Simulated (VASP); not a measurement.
Here is a VASP 6.6.1 calculation.

INCAR

```
SYSTEM = CoO
  PREC = Accurate
  ENCUT = 520
  EDIFF = 1E-6
  ISMEAR = 0
  SIGMA = 0.15
  LREAL = .False.
  LASPH = .True.
  NELM = 150
  ALGO = Normal
  ISIF = 2
  LWAVE = .False.
  LCHARG = .False.
  ISPIN = 2
  MAGMOM = 2.64 0.33
  LORBIT = 11
  LMAXMIX = 4
  GGA = PS
  NBANDS = 18
```

The input KPOINTS:

```
Automatic mesh
0
Gamma
  18 18 18
  0 0 0
```

The input POSCAR:

```
CoO
1.0
    1.5054695445      0.8691832468      2.4399269062
   -1.5054695445      0.8691832468      2.4399269062
    0.0000000000     -1.7383664936      2.4399269062
Co O
1 1
Direct
    0.0000000000      0.0000000000      0.0000000000
    0.5249091721      0.4750908279      0.5000000000
```

Potentials or basis: VASP PAW PBE potentials, release 64 (Co, O).

Run with:

```bash
$ cat potpaw_PBE.64/Co/POTCAR potpaw_PBE.64/O/POTCAR > POTCAR
$ mpirun -np 1 vasp_std > vasp.out
```

What does it give for the largest force?

0.027 eV/Å.

Estimate the pressure.

-9.6 GPa.

Stress tensor (GPa, compression positive):
```
-9.51  0.00  0.00
 0.00 -9.70 -0.51
 0.00 -0.51 -9.60
```

Caveat: the cell differs from its parent crystal (all O atoms moved +0.075 Å, as atom 2 along Cartesian [1 0 0]); the cell stands under tension; the PAW data sets were made with another functional, which shifts forces and pressure a little; a cell with one magnetic atom can't hold antiferromagnetic order, which such compounds often take.
